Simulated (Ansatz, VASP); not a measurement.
# Two plane-wave programs on CuO

```
Cu O
1.0
     2.83633    0.00000    0.00000
    -1.41816    2.45633    0.00000
     0.00000    0.00000    2.76811
Cu O
1 1
Direct
  0.00000 0.00000 0.00000
  0.66667 0.33333 0.50000
```

Alike in both runs: task single point; functional PBE; k mesh 8 × 8 × 7; occupations gaussian, width 0.05 eV; collinear spin; Hubbard terms Cu d U = 6.0 eV.

|  | VASP | Ansatz |
| --- | --- | --- |
| version | VASP 6.6.1 | Ansatz 0.2.0 |
| potentials or method | VASP PAW PBE potentials, release 64 (Cu_sv_GW, O), cutoff 820 eV | scalar-relativistic, plane waves, PAW |
| valence electrons in the cell | 25 | 25 |

```tsv
	VASP	Ansatz	Ansatz less VASP
gap on the k mesh at the Fermi level (eV)	none	none	-
pressure (GPa)	-1.0	5.6	+6.58
traceless stress, the component that is largest in VASP (GPa)	-6.98	-4.13	+2.852
net moment per atom (μB)	0.50	0.50	0.000
size of the moment on the site where the two differ most (μB)	0.46	0.60	+0.136
```

Site moments also hang on the region over which each program counts them. The programs project onto different local orbitals, so the same U acts differently, and such runs can settle in different states. A gap of «none» marks a metal or a gap that the smearing closes. Ansatz's warnings: filled band counts differ across k points, specified occupation not kept.
